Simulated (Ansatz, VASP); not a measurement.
# Cl: VASP beside Ansatz

```
Cl
1.0
     3.14500   -2.25000    0.00000
     3.14500    2.25000    0.00000
     0.00000    0.00000    8.21000
Cl
4
Direct
  0.88444 0.11556 0.10552
  0.61556 0.38444 0.60552
  0.11556 0.88444 0.89448
  0.38444 0.61556 0.39448
```

Alike in both runs: functional PBE; dispersion D3(BJ); k mesh 8 × 8 × 4; occupations gaussian, width 0.02 eV; no spin polarisation.

Ansatz relaxed the structure, and its values are those at the end. VASP's run is a single point on that final structure, the one shown.

```csv
,VASP,Ansatz
version,VASP 6.6.1,Ansatz 0.2.0
potentials or method,"VASP PAW PBE potentials, release 64 (Cl), cutoff 520 eV","scalar-relativistic, plane waves, PAW"
valence electrons in the cell,28,28
```

|  | VASP | Ansatz | Ansatz less VASP |
| --- | --- | --- | --- |
| gap on the k mesh at the Fermi level (eV) | 2.46 | 2.41 | -0.047 |
| least direct gap on the mesh (eV) | 2.46 | 2.41 | -0.047 |
| pressure (GPa) | -0.8 | -0.4 | +0.37 |
| rms of the force components (eV/Å) | 0.104 | 0.000 | -0.1039 |

Ansatz's warnings: stress scf threshold loose.
